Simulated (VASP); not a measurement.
# NbSi (Pm-3m) in VASP: further runs, part 2 of 2

VASP 6.6.1. The steps go on from the part before.

## (4) Single point, PBE

Input file INCAR:

```
SYSTEM = NbSi
ALGO = Normal
EDIFF = 1E-6
ENCUT = 520
GGA = PE
ISIF = 2
ISMEAR = -1
LASPH = .True.
LCHARG = .False.
LREAL = .False.
LWAVE = .False.
NBANDS = 16
NELM = 60
PREC = Accurate
SIGMA = 0.04
```

Input file KPOINTS:

```
k-points
0
Gamma
  5 5 5
  0 0 0
```

Input file POSCAR:

```
NbSi
1.0
    3.1564400000      0.0000000000      0.0000000000
    0.0000000000      3.1564400000      0.0000000000
    0.0000000000      0.0000000000      3.1564400000
Nb Si
1 1
Direct
    0.0000000000      0.0000000000      0.0000000000
    0.5000000000      0.5000000000      0.5000000000
```

Potentials or basis: VASP PAW PBE potentials, release 64 (Nb_sv, Si).

Started as:

```bash
$ cat potpaw_PBE.64/Nb_sv/POTCAR potpaw_PBE.64/Si/POTCAR > POTCAR
$ mpirun -np 1 vasp_std > vasp.out
```

OUTCAR:

```text
SYSTEM = NbSi
   EDIFF = 1E-6
   ENCUT = 520
   GGA = PE
   ISIF = 2
   ISMEAR = -1
   LASPH = .True.
   LREAL = .False.
   NELM = 60
   PREC = Accurate

 ion  position               nearest neighbor table
   1  0.000  0.000  0.000-   2 2.73   2 2.73   2 2.73   2 2.73   2 2.73   2 2.73   2 2.73   2 2.73

   2  0.500  0.500  0.500-   1 2.73   1 2.73   1 2.73   1 2.73   1 2.73   1 2.73   1 2.73   1 2.73

  LATTYP: Found a simple cubic cell.
 ALAT       =     3.1564400000

  Lattice vectors:

[... 360 lines left out ...]
------------------------ aborting loop because EDIFF is reached ----------------------------------------

  FORCE on cell =-STRESS in cart. coord.  units (eV):
  Direction    XX          YY          ZZ          XY          YZ          ZX
  --------------------------------------------------------------------------------------
  -------------------------------------------------------------------------------------
  Total       -0.2026122     -0.2026122     -0.2026122      0.0000000      0.0000000      0.0000000
  in kB      -10.3224662    -10.3224662    -10.3224662      0.0000000      0.0000000      0.0000000
  external PRESSURE =     -10.3224662 kB  Pullay stress =       0.0000000 kB

 VOLUME and BASIS-vectors are now :
 -----------------------------------------------------------------------------
  energy-cutoff  :      520.00
  volume of cell :       31.45
      direct lattice vectors                 reciprocal lattice vectors
     3.156440000  0.000000000  0.000000000     0.316812612  0.000000000  0.000000000
     0.000000000  3.156440000  0.000000000     0.000000000  0.316812612  0.000000000
     0.000000000  0.000000000  3.156440000     0.000000000  0.000000000  0.316812612

 POSITION                                       TOTAL-FORCE (eV/Angst)
 -----------------------------------------------------------------------------------
      0.00000      0.00000      0.00000         0.000000      0.000000      0.000000
      1.57822      1.57822      1.57822         0.000000      0.000000      0.000000
 -----------------------------------------------------------------------------------
    total drift:                                0.000000      0.000000      0.000000

  FREE ENERGIE OF THE ION-ELECTRON SYSTEM (eV)
  ---------------------------------------------------
  free  energy   TOTEN  =       -16.0733571226 eV

  energy  without entropy=      -16.0564180575  energy(sigma->0) =      -16.06488759
```

OSZICAR:

```text
N       E                     dE             d eps       ncg     rms          rms(c)
DAV:   1     0.127265664195E+03    0.12727E+03   -0.81792E+03   320   0.993E+02
DAV:   2    -0.116649218248E+02   -0.13893E+03   -0.13228E+03   400   0.342E+02
DAV:   3    -0.167899545997E+02   -0.51250E+01   -0.50253E+01   520   0.562E+01
DAV:   4    -0.169263401201E+02   -0.13639E+00   -0.13544E+00   432   0.816E+00
DAV:   5    -0.169306502386E+02   -0.43101E-02   -0.43100E-02   472   0.138E+00    0.813E+00
DAV:   6    -0.160955784220E+02    0.83507E+00   -0.21007E+00   496   0.137E+01    0.263E+00
DAV:   7    -0.160801291435E+02    0.15449E-01   -0.94528E-02   384   0.225E+00    0.158E+00
DAV:   8    -0.160730982114E+02    0.70309E-02   -0.29907E-02   464   0.140E+00    0.333E-01
DAV:   9    -0.160732953798E+02   -0.19717E-03   -0.37638E-03   472   0.392E-01    0.204E-01
DAV:  10    -0.160733767975E+02   -0.81418E-04   -0.65826E-04   432   0.267E-01    0.401E-02
DAV:  11    -0.160733573899E+02    0.19408E-04   -0.42411E-05   384   0.683E-02    0.234E-02
DAV:  12    -0.160733571226E+02    0.26734E-06   -0.31452E-06   432   0.234E-02
   1 F= -.16073357E+02 E0= -.16064888E+02  d E =-.169391E-01
```

Wall time 4.7 s (1 thread of Intel Xeon Platinum 8259CL at 2.50GHz (Skylake/Cascade Lake), shared host); peak memory 0.13 GiB.

Results:

* Free energy: -16.0734 eV
* Pressure: -1.0 GPa

Levels at points of the mesh, in eV from the Fermi level:
```tsv
k point	band 4	band 5	band 6	band 7	band 8	band 9	band 10	band 11	band 12	band 13
(0.00, 0.00, 0.00)	-30.63	-11.22	-2.75	-2.75	2.16	2.16	2.16	2.32	2.32	2.32
```

Caveat: the k points lie up to 0.40 Å⁻¹ apart.

## (5) Relaxation of cell and atoms, r2SCAN+U

POSCAR is that of step 4.

Input file INCAR.step1:

```
SYSTEM = NbSi
ALGO = Normal
EDIFF = 1E-4
ENCUT = 600
GGA = PE
ISMEAR = -1
LASPH = .True.
LCHARG = .False.
LDAU = .True.
LDAUJ = 0 0
LDAUL = 2 -1
LDAUTYPE = 2
LDAUU = 8 0
LMAXMIX = 4
LREAL = .False.
LWAVE = .True.
NELM = 150
PREC = Accurate
SIGMA = 0.05
```

Input file INCAR.step2:

```
SYSTEM = NbSi
ALGO = Normal
EDIFF = 1E-6
EDIFFG = -0.01
ENCUT = 600
IBRION = 2
ISIF = 3
ISMEAR = -1
ISTART = 1
LASPH = .True.
LCHARG = .False.
LDAU = .True.
LDAUJ = 0 0
LDAUL = 2 -1
LDAUPRINT = 1
LDAUTYPE = 2
LDAUU = 8 0
LMAXMIX = 4
LMIXTAU = .True.
LREAL = .False.
LWAVE = .False.
METAGGA = R2SCAN
NELM = 150
NSW = 60
PREC = Accurate
SIGMA = 0.05
```

Input file KPOINTS:

```
k-points
0
Gamma
  8 8 8
  0 0 0
```

Potentials or basis: VASP PAW PBE potentials, release 64 (Nb_sv, Si).

Started as:

```bash
$ cat potpaw_PBE.64/Nb_sv/POTCAR potpaw_PBE.64/Si/POTCAR > POTCAR
$ cp INCAR.step1 INCAR
$ mpirun -np 1 vasp_std > vasp.out
$ cp INCAR.step2 INCAR
$ mpirun -np 1 vasp_std > vasp.out
```

OUTCAR:

```text
SYSTEM = NbSi
   EDIFF = 1E-6
   EDIFFG = -0.01
   ENCUT = 600
   IBRION = 2
   ISIF = 3
   ISMEAR = -1
   ISTART = 1
   LASPH = .True.
   LREAL = .False.
   METAGGA = R2SCAN
   NELM = 150
   NSW = 60
   PREC = Accurate

 ion  position               nearest neighbor table
   1  0.000  0.000  0.000-   2 2.73   2 2.73   2 2.73   2 2.73   2 2.73   2 2.73   2 2.73   2 2.73

   2  0.500  0.500  0.500-   1 2.73   1 2.73   1 2.73   1 2.73   1 2.73   1 2.73   1 2.73   1 2.73

  LATTYP: Found a simple cubic cell.
 ALAT       =     3.1564400000

  Lattice vectors:

 A1 = (   3.1564400000,   0.0000000000,   0.0000000000)
 A2 = (   0.0000000000,   3.1564400000,   0.0000000000)
 A3 = (   0.0000000000,   0.0000000000,   3.1564400000)

Analysis of symmetry for initial positions (statically):
[... 684 lines left out ...]
  o =  0.2538  v =  0.0000  0.0000 -0.9992 -0.0000  0.0395  0.0000  0.0000  0.0000  0.0000  0.0000      0.0000  0.0000  0.0000  0.0000  0.0000  0.0000  0.0000  0.0000  0.0000  0.0000

--------------------------------------- Ionic step        4  -------------------------------------------

 number of electron      16.9999999 magnetization

 Free energy of the ion-electron system (eV)
  ---------------------------------------------------
  ext. energy  EPLUGINS =         0.00000000
  ---------------------------------------------------
  free energy    TOTEN  =       -27.14495814 eV

  energy without entropy =      -27.12802502  energy(sigma->0) =      -27.13649158

 E-fermi :  11.0518     XC(G=0): -12.7535

 val. band max:       11.0365987499   @ k =   0.3750   0.3750   0.2500
 cond. band min:      11.0567237975   @ k =   0.5000   0.2500   0.1250
 fundamental gap:      0.0201250476
 Fermi energy:        11.0518223045

 k-point     1 :       0.0000    0.0000    0.0000
  band No.  band energies     occupation
      1     -47.5980      2.00000
      2     -22.6740      2.00000
      3     -22.6740      2.00000
      4     -22.6740      2.00000
      5      -0.9089      2.00000
      6       8.2040      2.00000
      7       8.2040      2.00000
      8      12.9466      0.00000
      9      12.9466      0.00000
     10      12.9466      0.00000
     11      14.0676      0.00000
     12      14.0676      0.00000
[... 374 lines left out ...]
  FREE ENERGIE OF THE ION-ELECTRON SYSTEM (eV)
  ---------------------------------------------------
  free  energy   TOTEN  =       -27.1449581389 eV

  energy  without entropy=      -27.1280250228  energy(sigma->0) =      -27.13649158

 reached required accuracy - stopping structural energy minimisation
```

OSZICAR.step1:

```text
N       E                     dE             d eps       ncg     rms          rms(c)
DAV:   1     0.152628596848E+03    0.15263E+03   -0.94326E+03   840   0.151E+03
DAV:   2    -0.219409049973E+01   -0.15482E+03   -0.14819E+03  1028   0.484E+02
DAV:   3    -0.103572681464E+02   -0.81632E+01   -0.77598E+01  1388   0.854E+01
DAV:   4    -0.107340933068E+02   -0.37683E+00   -0.36717E+00  1208   0.166E+01
DAV:   5    -0.107571261099E+02   -0.23033E-01   -0.23026E-01  1444   0.402E+00    0.675E+00
DAV:   6    -0.907761589652E+01    0.16795E+01   -0.66514E+00  1424   0.284E+01    0.325E+00
DAV:   7    -0.911077824793E+01   -0.33162E-01   -0.23028E-01  1268   0.507E+00    0.201E+00
DAV:   8    -0.914043966040E+01   -0.29661E-01   -0.12407E-01  1544   0.456E+00    0.524E-01
DAV:   9    -0.914233734382E+01   -0.18977E-02   -0.59829E-03  1412   0.904E-01    0.174E-01
DAV:  10    -0.914293384641E+01   -0.59650E-03   -0.14163E-03  1424   0.469E-01    0.370E-02
DAV:  11    -0.914299792102E+01   -0.64075E-04   -0.50064E-05   700   0.109E-01
   1 F= -.91429979E+01 E0= -.91354461E+01  d E =-.151036E-01
```

Wall time 3.1 min (1 thread of Intel Xeon Platinum 8488C (Sapphire Rapids), shared host); peak memory 0.18 GiB.

Results:

```
Free energy                            : -27.1450 eV
Relaxed volume                         : 16.75 Å³/atom
Relaxed cell                           : a = 3.224 Å, b = 3.224 Å, c = 3.224 Å, α = 90.00°, β = 90.00°, γ = 90.00°
Space group after relaxing (to 0.05 Å) : Pm-3m (No. 221)
Energy gained by relaxing              : 36.2 meV/atom
Ionic steps                            : 4
Pressure after relaxing                : 0.0 GPa
```

The path:
```
step  energy change (eV)  largest force (eV/Å)  pressure (GPa)  volume (Å³)
   1              0.0000                0.0000           11.81        31.45
   2              0.0856                0.0000          -13.27        37.03
   3             -0.0723                0.0000           -0.35        33.58
   4             -0.0723                0.0000            0.04        33.51
```

Final structure:
```
CELL_PARAMETERS angstrom
3.22393 0.00000 0.00000
0.00000 3.22393 0.00000
0.00000 0.00000 3.22393
ATOMIC_POSITIONS crystal
Nb 0.00000 0.00000 0.00000
Si 0.50000 0.50000 0.50000
```

Eigenvalues of the final occupation matrices:
| site | spin | trace | eigenvalues |
| --- | --- | --- | --- |
| site 1 d | 1 | 0.93 | 0.14 0.14 0.14 0.25 0.25 |
| site 1 d | 2 | 0.93 | 0.14 0.14 0.14 0.25 0.25 |

Caveat: the PAW data sets were made with another functional, which shifts forces and pressure a little; U without spin polarisation on a metal has little footing; the U is typed as a test and isn't derived for this compound.

## (6) The runs side by side

| task | level | U | cell | k mesh | cutoff (eV) | smearing | grid for exact exchange (PRECFOCK) | screening parameter | gap on the mesh (eV) | pressure (GPa) | relaxed volume (Å³/atom) |
| --- | --- | --- | --- | --- | --- | --- | --- | --- | --- | --- | --- |
| relaxation of cell and atoms | B3LYP | - | relaxed | 4 × 4 × 4 | 600 | fermi-dirac 0.05 eV | Normal | - | none | -0.1 | 16.22 |
| relaxation of cell and atoms | HSE06 | - | relaxed | 4 × 4 × 4 | 600 | fermi-dirac 0.05 eV | Normal | 0.2079 1/Å | none | 0.0 | 15.59 |
| single point | PBE | - | as given | 5 × 5 × 5 | 520 | fermi-dirac 0.04 eV | - | - | none | -1.0 | - |
| relaxation of cell and atoms | r2SCAN+U | Nb d U = 8.0 eV | relaxed | 8 × 8 × 8 | 600 | fermi-dirac 0.05 eV | - | - | none | 0.0 | 16.75 |

Alike in all rows: potentials or basis VASP PAW PBE potentials, release 64 (Nb_sv, Si); no spin polarisation.

Caveats: some runs use coarse meshes; the PAW data sets were made with another functional, which shifts forces and pressure a little (some runs); U without spin polarisation on a metal has little footing (some runs); the U is typed as a test and isn't derived for this compound (some runs).

Absolute energies hang on the potentials; compare differences alone.
